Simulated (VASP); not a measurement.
Write the native input for VASP 6.6.1 that does the following.

| Property | Result |
| --- | --- |
| Task | single point |
| Functional | LDA |
| Potentials or basis | VASP PAW LDA potentials, release 64 (Ni) |
| Cutoff | 520 eV |
| k mesh | 23 × 23 × 23 |
| Occupations | fermi-dirac, width 0.05 eV |
| Spin | collinear spin, ferromagnetic start |
| Starting moments | [0.463] μB |
| Dipole correction | no |
| Further INCAR settings | ALGO = Normal; EDIFF = 1e-06; NBANDS = 15 |

The structure of Ni lies in POSCAR:

```
Ni
1.0
    2.3470123393      0.0000000000      0.0000000000
    0.0000000000      2.3470123393      0.0000000000
    0.0000000000      0.0000000000      2.3470123393
Ni
1
Direct
    0.0000000000      0.0000000000      0.0000000000
```

This cell differs from its parent crystal: volume scaled by 1.12.

These files were run (other wordings do the same):

INCAR

```
SYSTEM = Ni
  PREC = Accurate
  ENCUT = 520
  EDIFF = 1E-6
  ISMEAR = -1
  SIGMA = 0.05
  LREAL = .FALSE.
  LASPH = .TRUE.
  NELM = 150
  ALGO = Normal
  ISIF = 2
  LWAVE = .FALSE.
  LCHARG = .FALSE.
  ISPIN = 2
  MAGMOM = 0.463
  LORBIT = 11
  LMAXMIX = 4
  NBANDS = 15
```

KPOINTS

```
Automatic mesh
0
G
  23 23 23
  0 0 0
```

Potentials or basis: VASP PAW LDA potentials, release 64 (Ni).

The run is started by

```sh
$ cat potpaw_LDA.64/Ni/POTCAR > POTCAR
$ mpirun -np 1 vasp_std > vasp.out
```

It gave:

- Pressure: -16.1 GPa
- Net moment: 0.52 μB per cell
- Site moments: Ni +0.52 μB
- Valence electrons inside the program's atomic spheres: Ni 9.22

Run time: 94 s on 1 thread of Intel(R) Xeon(R) Platinum 8259CL CPU @ 2.50GHz (Skylake/Cascade Lake) (shared host), peak memory 0.2 GiB.
